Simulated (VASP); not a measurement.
Here is a VASP 6.6.1 calculation.

INCAR

```
SYSTEM = Al32Cu
ALGO     = Normal         ! electronic algorithm
EDIFF    = 1E-7           ! SCF threshold, eV
ENCUT    = 520            ! plane-wave cutoff, eV
GGA      = PE             ! functional
ISIF     = 2              ! what is computed and relaxed
ISMEAR   = -1             ! smearing method
IVDW     = 12             ! dispersion correction
LASPH    = .True.         ! aspherical terms in the spheres
LCHARG   = .False.        ! write CHGCAR
LREAL    = Auto         
LWAVE    = .False.        ! write WAVECAR
NBANDS   = 76             ! bands
NELM     = 100            ! most SCF steps
PREC     = Accurate       ! precision mode
SIGMA    = 0.05           ! smearing width, eV
```

The input KPOINTS:

```
k-points
0
Gamma
  2 2 2
  0 0 0
```

The input POSCAR:

```
Al32Cu
1.0
    8.1000000000      0.0000000000      0.0000000000
    0.0000000000      8.1000000000      0.0000000000
    0.0000000000      0.0000000000      8.1000000000
Al Cu
32 1
Direct
    0.5315862963     -0.0046317284      0.0000285185
    0.7448482716      0.2575834568      0.0000538272
    0.7490109877     -0.0031086420      0.2563232099
   -0.0081595062     -0.0146027160      0.0000845679
    0.2929844444      0.1941540741      0.0001172840
    0.4918283951      0.4903338272      0.0000369136
    0.7204114815      0.7429512346      0.0000597531
    0.2568118519     -0.0088924691      0.2714332099
    0.5043617284      0.2472766667      0.2557660494
    0.7469956790      0.5040341975      0.2552854321
    0.5058253086     -0.0027408642      0.5000453086
    0.7421413580      0.2506754321      0.5000303704
    0.7490244444     -0.0030923457      0.7437550617
   -0.0021350617      0.6002671605      0.0001696296
    0.2738216049      0.7745086420      0.0000633333
   -0.0036430864      0.2434845679      0.2779792593
    0.2404225926      0.4952907407      0.2388518519
    0.4966570370      0.7445572840      0.2565138272
   -0.0020085185      0.0010262963      0.5000719753
    0.2574285185      0.2536803704      0.5000135802
    0.4990123457      0.4985970370      0.5000385185
    0.7433664198      0.7506113580      0.5000796296
    0.2568609877     -0.0088176543      0.7287146914
    0.5043902469      0.2473238272      0.7443160494
    0.7470746914      0.5040400000      0.7448644444
   -0.0015245679      0.7609995062      0.2746660494
   -0.0044066667      0.5003003704      0.5000453086
    0.2539753086      0.7353048148      0.5000872840
   -0.0036633333      0.2434661728      0.7220065432
    0.2404079012      0.4952188889      0.7612320988
    0.4966648148      0.7445228395      0.7435933333
   -0.0014891358      0.7610043210      0.7255725926
    0.0415988889      0.3208108642     -0.0000362963
```

Potentials or basis: VASP PAW PBE potentials, release 64 (Al, Cu).

Command:

```console
$ cat potpaw_PBE.64/Al/POTCAR potpaw_PBE.64/Cu/POTCAR > POTCAR
$ mpirun -np 1 vasp_std > vasp.out
```

(1) Estimate the pressure.

(2) Predict the largest force.

(3) What does it give for the band gap on the k mesh?

(4) Predict the dispersion energy per atom.

Answers

(1) -0.2 GPa.

(2) 0.431 eV/Å.

(3) zero (an odd number of electrons rules out a gap without spin polarisation).

(4) -0.347 eV.

Caveat: the k points lie up to 0.39 Å⁻¹ apart, too coarse for converged energies and pressures of a metal.
